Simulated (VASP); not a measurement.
# Na4Au (Im-3m) in VASP: a series of runs, part 3 of 3

VASP 6.6.1.

## (5) Relaxation of cell and atoms, PBE

INCAR reads:

```
PREC = Accurate
ENCUT = 600
EDIFF = 1E-6
ISMEAR = 0
SIGMA = 0.1
LREAL = F
LASPH = T
NELM = 80
ALGO = Fast
ISIF = 3
LWAVE = F
LCHARG = F
GGA = PE
IBRION = 2
NSW = 100
EDIFFG = -0.01
```

KPOINTS reads:

```
regular mesh
0
Gamma
  8 8 8
```

POSCAR reads:

```
Na4Au
1.0
   -3.4807443000      3.4807443000      3.4807443000
    3.4807443000     -3.4807443000      3.4807443000
    3.4807443000      3.4807443000     -3.4807443000
Na Au
4 1
Direct
    0.5000000000      0.5000000000      0.5000000000
    0.0000000000      0.0000000000      0.5000000000
    0.0000000000      0.5000000000      0.0000000000
    0.5000000000      0.0000000000      0.0000000000
    0.0000000000      0.0000000000      0.0000000000
```

Potentials or basis: VASP PAW PBE potentials, release 64 (Na_pv, Au).

The run is started by

```bash
cat potpaw_PBE.64/Na_pv/POTCAR potpaw_PBE.64/Au/POTCAR > POTCAR
mpirun -np 1 vasp_std > vasp.out
```

OUTCAR:

```text
PREC = Accurate
   ENCUT = 600
   EDIFF = 1E-6
   ISMEAR = 0
   LREAL = F
   LASPH = T
   NELM = 80
   ISIF = 3
   GGA = PE
   IBRION = 2
   NSW = 100
   EDIFFG = -0.01

 ion  position               nearest neighbor table
   1  0.500  0.500  0.500-   5 3.01   5 3.01
   2  0.000  0.000  0.500-   5 3.01   5 3.01
   3  0.000  0.500  0.000-   5 3.01   5 3.01
   4  0.500  0.000  0.000-   5 3.01   5 3.01
   5  0.000  0.000  0.000-   1 3.01   2 3.01   3 3.01   4 3.01   2 3.01   3 3.01   4 3.01   1 3.01

  LATTYP: Found a body centered cubic cell.
 ALAT       =     6.9614886000

  Lattice vectors:

 A1 = (  -3.4807443000,   3.4807443000,   3.4807443000)
 A2 = (   3.4807443000,  -3.4807443000,   3.4807443000)
 A3 = (   3.4807443000,   3.4807443000,  -3.4807443000)

Analysis of symmetry for initial positions (statically):
=====================================================================
 Subroutine PRICEL returns:
 Original cell was already a primitive cell.

 Routine SETGRP: Setting up the symmetry group for a
 body centered cubic supercell.

 Subroutine GETGRP returns: Found 48 space group operations
 (whereof 48 operations were pure point group operations)
 out of a pool of 48 trial point group operations.

The static configuration has the point symmetry O_h .

Analysis of symmetry for dynamics (positions and initial velocities):
=====================================================================
 Subroutine PRICEL returns:
 Original cell was already a primitive cell.

 Routine SETGRP: Setting up the symmetry group for a
 body centered cubic supercell.

[... 126 lines left out ...]
   EFERMI_NEDOS =   21; number of points for ismear=-14 and -15
   IALGO  =     68    algorithm
   IMIX   =      4    mixing-type and parameters
     AMIX     =   0.40;   BMIX     =  1.00
     AMIX_MAG =   1.60;   BMIX_MAG =  1.00
  volume/ion in A,a.u.               =      33.74       227.67
  Fermi-wavevector in a.u.,A,eV,Ry     =   1.004780  1.898759 13.736204  1.009583
  Thomas-Fermi vector in A             =   2.137417
   LORBIT       =      0    0 simple, 1 ext, 2 COOP (PROOUT), +10 PAW based schemes
   GGA     = PE    functional components
   LHFCALC =     F    Hartree Fock is set to
   AEXX    =    0.0000 exact exchange contribution
   IVDW    =     0    specifies the selected vdW correction
   LEPSILON=     F    determine dielectric tensor
   LRPA    =     F    only Hartree local field effects (RPA)
 conjugate gradient relaxation of ions
 non-spin polarized calculation
 RMM-DIIS sequential band-by-band and
 Gauss-broadening in eV      SIGMA  =   0.10
  energy-cutoff  :      600.00
  volume of cell :      168.68
 maximum number of plane-waves:      5658
   NGX = 25   NGY = 25   NGZ = 25

 number of electron      39.0000019 magnetization

 Free energy of the ion-electron system (eV)
  ---------------------------------------------------
  ext. energy  EPLUGINS =         0.00000000
  ---------------------------------------------------
  free energy    TOTEN  =        -9.01507908 eV

  energy without entropy =       -9.00398541  energy(sigma->0) =       -9.00953225

 E-fermi :   1.0234     XC(G=0):  -7.0111

 val. band max:        0.9722686542   @ k =   0.2500   0.2500   0.1250
 cond. band min:       1.0826648157   @ k =   0.1250   0.0000   0.0000
 fundamental gap:      0.1103961616
 Fermi energy:         1.0234304596

 k-point     1 :       0.0000    0.0000    0.0000
  band No.  band energies     occupation
      1     -23.8018      2.00000
      2     -23.8018      2.00000
      3     -23.8018      2.00000
      4     -23.7852      2.00000
      5     -23.7852      2.00000
      6     -23.7852      2.00000
[... 613 lines left out ...]
     22       2.2774      0.00000
     23       3.6965      0.00000

 [... further k-points ...]

------------------------ aborting loop because EDIFF is reached ----------------------------------------

  FORCE on cell =-STRESS in cart. coord.  units (eV):
  Direction    XX          YY          ZZ          XY          YZ          ZX
  --------------------------------------------------------------------------------------
  -------------------------------------------------------------------------------------
  Total       -0.0329466     -0.0329466     -0.0329466     -0.0000000     -0.0000000      0.0000000
  in kB       -0.3129283     -0.3129283     -0.3129283     -0.0000000     -0.0000000      0.0000000
  external PRESSURE =      -0.3129283 kB  Pullay stress =       0.0000000 kB

 VOLUME and BASIS-vectors are now :
 -----------------------------------------------------------------------------
  energy-cutoff  :      600.00
  volume of cell :      168.68
      direct lattice vectors                 reciprocal lattice vectors
    -3.480744300  3.480744300  3.480744300     0.000000000  0.143647438  0.143647438
     3.480744300 -3.480744300  3.480744300     0.143647438  0.000000000  0.143647438
     3.480744300  3.480744300 -3.480744300     0.143647438  0.143647438  0.000000000

 POSITION                                       TOTAL-FORCE (eV/Angst)
 -----------------------------------------------------------------------------------
      1.74037      1.74037      1.74037        -0.000000      0.000000      0.000000
      1.74037      1.74037     -1.74037         0.000000     -0.000000     -0.000000
      1.74037     -1.74037      1.74037         0.000000      0.000000     -0.000000
     -1.74037      1.74037      1.74037         0.000000     -0.000000     -0.000000
      0.00000      0.00000      0.00000        -0.000000      0.000000      0.000000
 -----------------------------------------------------------------------------------
    total drift:                                0.000000      0.000000     -0.000000

  FREE ENERGIE OF THE ION-ELECTRON SYSTEM (eV)
  ---------------------------------------------------
  free  energy   TOTEN  =        -9.0150790834 eV

  energy  without entropy=       -9.0039854137  energy(sigma->0) =       -9.00953225

 reached required accuracy - stopping structural energy minimisation
```

OSZICAR:

```text
N       E                     dE             d eps       ncg     rms          rms(c)
DAV:   1     0.356397746736E+03    0.35640E+03   -0.20880E+04  1334   0.183E+03
DAV:   2     0.237036891543E+02   -0.33269E+03   -0.32765E+03  1376   0.459E+02
DAV:   3    -0.858889797423E+01   -0.32293E+02   -0.31915E+02  1624   0.145E+02
DAV:   4    -0.925149063673E+01   -0.66259E+00   -0.66219E+00  1355   0.214E+01
DAV:   5    -0.927107656013E+01   -0.19586E-01   -0.19584E-01  1903   0.385E+00    0.321E+00
RMM:   6    -0.909106641909E+01    0.18001E+00   -0.29147E-01  1334   0.283E+00    0.123E+00
RMM:   7    -0.902224020818E+01    0.68826E-01   -0.11835E-01  1338   0.184E+00    0.544E-01
RMM:   8    -0.901477387490E+01    0.74663E-02   -0.38077E-02  1407   0.963E-01    0.140E-01
RMM:   9    -0.901501441298E+01   -0.24054E-03   -0.48274E-03  1423   0.487E-01    0.148E-01
RMM:  10    -0.901506913103E+01   -0.54718E-04   -0.80982E-04  1707   0.227E-01    0.233E-02
RMM:  11    -0.901508375903E+01   -0.14628E-04   -0.25514E-04  1446   0.114E-01    0.289E-02
RMM:  12    -0.901508171681E+01    0.20422E-05   -0.49048E-05  1510   0.500E-02    0.137E-02
RMM:  13    -0.901507877876E+01    0.29380E-05   -0.18574E-05  1082   0.259E-02    0.118E-03
RMM:  14    -0.901507908335E+01   -0.30459E-06   -0.30384E-06  1050   0.113E-02
   1 F= -.90150791E+01 E0= -.90095322E+01  d E =-.901508E+01
```

Wall time 4.9 min (1 thread of Oxide Virtual Turin-like, shared host); peak memory 0.36 GiB.

What came out:

```yaml
Free_energy: -9.0151 eV
Pressure_after_relaxing: 0.0 GPa
Band_gap_on_the_k_mesh: zero (an odd number of electrons rules out a gap without spin polarisation)
```

Final structure:
```
Na Au
1.0
    -3.48074    3.48074    3.48074
     3.48074   -3.48074    3.48074
     3.48074    3.48074   -3.48074
Na Au
4 1
Direct
  0.50000 0.50000 0.50000
  0.00000 0.00000 0.50000
  0.00000 0.50000 0.00000
  0.50000 0.00000 0.00000
  0.00000 0.00000 0.00000
```

Caveat: the relaxation stopped at its first step, so nothing moved; spin-orbit coupling is left out, which moves the levels of the heavy elements.

## (6) Summary

| task | cell | k mesh | cutoff (eV) | smearing | gap on the mesh (eV) | pressure (GPa) |
| --- | --- | --- | --- | --- | --- | --- |
| single point | a = 6.029 Å, angles 109.5°, 5 atoms, atomic positions A | 4 × 4 × 4 | 520 | gaussian 0.1 eV | none | -0.1 |
| single point | a = 6.029 Å, angles 109.5°, 5 atoms, atomic positions A | 8 × 8 × 8 | 520 | gaussian 0.1 eV | none | 0.0 |
| single point | a = 6.029, b = 6.029, c = 9.845 Å, angles 90.0, 90.0, 109.5°, 10 atoms, atomic positions B | 4 × 4 × 2 | 520 | gaussian 0.2 eV | none | -0.1 |
| relaxation of cell and atoms | relaxed from a = 6.029 Å, angles 109.5°, 5 atoms, atomic positions A | 8 × 8 × 8 | 600 | gaussian 0.1 eV | none | 0.0 |

Alike in all rows: level PBE; potentials or basis VASP PAW PBE potentials, release 64 (Na_pv, Au); no spin polarisation.

Caveats: spin-orbit coupling is left out, which moves the levels of the heavy elements; the relaxation stopped at its first step, so nothing moved (at least some runs).

Absolute energies hang on the potentials; compare differences alone.

The gap in the log of VASP goes by the Fermi energy; the results here count the filled bands.